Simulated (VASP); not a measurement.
# W (Fm-3m) in VASP: a series of runs, part 3 of 3

VASP 6.6.1.

### 5 Single point, RPBE (17.34 Å³/atom)

This run uses another cell than the first one, of 17.34 Å³/atom.

File INCAR:

```
SYSTEM = W
  PREC = Accurate
  ENCUT = 520
  EDIFF = 1E-6
  ISMEAR = -1
  SIGMA = 0.1
  LREAL = .FALSE.
  LASPH = .TRUE.
  NELM = 60
  ALGO = Normal
  ISIF = 2
  LWAVE = .FALSE.
  LCHARG = .FALSE.
  GGA = RP
  NBANDS = 13
```

File KPOINTS:

```
regular mesh
0
G
  15 15 15
  0 0 0
```

File POSCAR:

```
W
1.0
    0.0000000000      2.0543542186      2.0543542186
    2.0543542186      0.0000000000      2.0543542186
    2.0543542186      2.0543542186      0.0000000000
W
1
Direct
    0.0000000000      0.0000000000      0.0000000000
```

Potentials or basis: VASP PAW PBE potentials, release 64 (W_sv).

Run with:

```bash
$ cat potpaw_PBE.64/W_sv/POTCAR > POTCAR
$ mpirun -np 1 vasp_std > vasp.out
```

OUTCAR:

```text
SYSTEM = W
   PREC = Accurate
   ENCUT = 520
   EDIFF = 1E-6
   ISMEAR = -1
   LREAL = .FALSE.
   LASPH = .TRUE.
   NELM = 60
   ISIF = 2
   GGA = RP

 ion  position               nearest neighbor table
   1  0.000  0.000  0.000-

  LATTYP: Found a face centered cubic cell.
 ALAT       =     4.1087084372

  Lattice vectors:

 A1 = (   0.0000000000,   2.0543542186,   2.0543542186)
 A2 = (   2.0543542186,   0.0000000000,   2.0543542186)
 A3 = (   2.0543542186,   2.0543542186,   0.0000000000)

Analysis of symmetry for initial positions (statically):
=====================================================================
 Subroutine PRICEL returns:
 Original cell was already a primitive cell.

 Routine SETGRP: Setting up the symmetry group for a
 face centered cubic supercell.

 Subroutine GETGRP returns: Found 48 space group operations
 (whereof 48 operations were pure point group operations)
 out of a pool of 48 trial point group operations.

The static configuration has the point symmetry O_h .

Analysis of symmetry for dynamics (positions and initial velocities):
=====================================================================
 Subroutine PRICEL returns:
 Original cell was already a primitive cell.

 Routine SETGRP: Setting up the symmetry group for a
 face centered cubic supercell.

 Subroutine GETGRP returns: Found 48 space group operations
 (whereof 48 operations were pure point group operations)
 out of a pool of 48 trial point group operations.

The dynamic configuration has the point symmetry O_h .

 Subroutine INISYM returns: Found 48 space group operations
 (whereof 48 operations are pure point group operations),
 and found     1 'primitive' translations

----------------------------------------------------------------------------------------

                                     Primitive cell

  volume of cell :      17.3403
[... 112 lines left out ...]
   GGA     = RP    functional components
   LHFCALC =     F    Hartree Fock is set to
   AEXX    =    0.0000 exact exchange contribution
   IVDW    =     0    specifies the selected vdW correction
   LEPSILON=     F    determine dielectric tensor
   LRPA    =     F    only Hartree local field effects (RPA)
 non-spin polarized calculation
  energy-cutoff  :      520.00
  volume of cell :       17.34
 maximum number of plane-waves:       489
 NGX is ok and might be reduce to    24
   NGX = 11   NGY = 11   NGZ = 11

 number of electron      13.9999999 magnetization

 Free energy of the ion-electron system (eV)
  ---------------------------------------------------
  ext. energy  EPLUGINS =         0.00000000
  ---------------------------------------------------
  free energy    TOTEN  =       -11.92549971 eV

  energy without entropy =      -11.88393342  energy(sigma->0) =      -11.90471656

 E-fermi :   9.8643     XC(G=0): -13.0751

 val. band max:        9.8550957598   @ k =   0.2000   0.1333   0.0667
 cond. band min:       9.8935317890   @ k =   0.2000   0.0667   0.0000
 fundamental gap:      0.0384360292
 Fermi energy:         9.8642829594

 k-point     1 :       0.0000    0.0000    0.0000
  band No.  band energies     occupation
      1     -63.9755      2.00000
      2     -27.6672      2.00000
      3     -27.6672      2.00000
      4     -27.6672      2.00000
      5       1.1329      2.00000
      6       9.3484      1.98856
      7       9.3484      1.98856
      8       9.3484      1.98856
      9      12.2460      0.00000
     10      12.2460      0.00000
     11      22.5075      0.00000
     12      27.4820      0.00000
     13      27.4820      0.00000
[... 354 lines left out ...]
  band No.  band energies     occupation
      1     -63.9466      2.00000
      2     -27.9411      2.00000
      3     -27.7547      2.00000
      4     -27.7468      2.00000
      5       2.6612      2.00000
      6       8.1326      2.00000
      7      10.0770      0.21303
      8      10.2049      0.06418
      9      10.9599      0.00003
     10      12.7237      0.00000
     11      25.2668      0.00000
     12      25.6553      0.00000
     13      28.4226      0.00000

 [... further k-points ...]

------------------------ aborting loop because EDIFF is reached ----------------------------------------

  FORCE on cell =-STRESS in cart. coord.  units (eV):
  Direction    XX          YY          ZZ          XY          YZ          ZX
  --------------------------------------------------------------------------------------
  -------------------------------------------------------------------------------------
  Total       -1.0567549     -1.0567549     -1.0567549     -0.0000000      0.0000000     -0.0000000
  in kB      -97.6402472    -97.6402472    -97.6402472     -0.0000000      0.0000000     -0.0000000
  external PRESSURE =     -97.6402472 kB  Pullay stress =       0.0000000 kB

 VOLUME and BASIS-vectors are now :
 -----------------------------------------------------------------------------
  energy-cutoff  :      520.00
  volume of cell :       17.34
      direct lattice vectors                 reciprocal lattice vectors
     0.000000000  2.054354219  2.054354219    -0.243385486  0.243385486  0.243385486
     2.054354219  0.000000000  2.054354219     0.243385486 -0.243385486  0.243385486
     2.054354219  2.054354219  0.000000000     0.243385486  0.243385486 -0.243385486

 POSITION                                       TOTAL-FORCE (eV/Angst)
 -----------------------------------------------------------------------------------
      0.00000      0.00000      0.00000        -0.000000      0.000000     -0.000000
 -----------------------------------------------------------------------------------
    total drift:                                0.000000      0.000000     -0.000000

  FREE ENERGIE OF THE ION-ELECTRON SYSTEM (eV)
  ---------------------------------------------------
  free  energy   TOTEN  =       -11.9254997096 eV

  energy  without entropy=      -11.8839334164  energy(sigma->0) =      -11.90471656
```

It took 28 s on 1 thread of Intel Xeon 8259CL, shared host; peak memory 0.16 GiB.

What came out:

| Property | Result |
| --- | --- |
| Free energy | -11.9255 eV |
| Pressure | -9.8 GPa |
| Band gap on the k mesh | zero (bands 7 and 8 overlap by 3.02 eV) |

Caveat: the cell stands under tension; the PAW data sets were made with another functional, which shifts forces and pressure a little; spin-orbit coupling is left out, which moves the levels of the heavy elements.

### 6 Overview

```tsv
cell	gap on the mesh (eV)	pressure (GPa)
a = 2.748 Å, angles 60.0°, 1 atom	none	45.8
a = 2.789 Å, angles 60.0°, 1 atom	none	27.4
a = 2.829 Å, angles 60.0°, 1 atom	none	12.4
a = 2.905 Å, angles 60.0°, 1 atom	none	-9.8
```

Alike in all rows: task single point; level RPBE; potentials or basis VASP PAW PBE potentials, release 64 (W_sv); no spin polarisation; k mesh 15 × 15 × 15; cutoff (eV) 520; smearing fermi-dirac 0.1 eV.

Caveats: the PAW data sets were made with another functional, which shifts forces and pressure a little; spin-orbit coupling is left out, which moves the levels of the heavy elements; the cell stands under pressure (at least some runs); the cell stands under tension (at least some runs).

Absolute energies hang on the potentials; compare differences alone.
